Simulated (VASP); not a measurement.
Wanted: the native input for a VASP 6.6.1 run.

```yaml
Task: single point
Functional: PBEsol
Potentials_or_basis: VASP PAW PBE potentials, release 64 (Mn_pv)
Cutoff: 520 eV
k_mesh: 17 × 17 × 9
Occupations: fermi-dirac, width 0.1 eV
Spin: no spin polarisation
Dipole_correction: no
Further_INCAR_settings: ALGO = Normal; EDIFF = 1e-07; NBANDS = 20
```

The structure of Mn lies in POSCAR:

```
Mn
1.0
    2.4203502978      0.0000000000      0.0000000000
   -1.2101751489      2.0960848440      0.0000000000
    0.0000000000      0.0000000000      3.9098768878
Mn
2
Direct
    0.3333333333      0.6666666667      0.2500000000
    0.6666666667      0.3333333333      0.7500000000
```

This isn't the form of Mn at room conditions, which is a 58-atom cubic cell.

One way to write it, as run:

INCAR

```
PREC     = Accurate       # precision mode
ENCUT    = 520            # plane-wave cutoff, eV
EDIFF    = 1E-7           # SCF threshold, eV
ISMEAR   = -1             # smearing method
SIGMA    = 0.1            # smearing width, eV
LREAL    = F              # projectors in reciprocal space
LASPH    = T              # aspherical terms in the spheres
NELM     = 60             # most SCF steps
ALGO     = Normal         # electronic algorithm
ISIF     = 2              # what is computed and relaxed
LWAVE    = F              # write WAVECAR
LCHARG   = T              # write CHGCAR
GGA      = PS             # functional
LELF     = T              # ELF
LVHAR    = T            
NBANDS   = 20             # bands
```

KPOINTS

```
regular mesh
0
Gamma
  17 17 9
```

Potentials or basis: VASP PAW PBE potentials, release 64 (Mn_pv).

Launch:

```bash
$ cat potpaw_PBE.64/Mn_pv/POTCAR > POTCAR
$ mpirun -np 1 vasp_std > vasp.out
```

Results of the run:

The pressure is 13.7 GPa and the band gap on the k mesh is zero (bands 13 and 14 overlap by 2.20 eV).

Caveat: the cell stands under pressure; the PAW data sets were made with another functional, which shifts forces and pressure a little; the run has no spin polarisation, though such a crystal can be magnetic.

Run time: 92 s on 1 thread of Intel Xeon 8259CL, with other jobs on the host, peak memory 0.17 GiB.
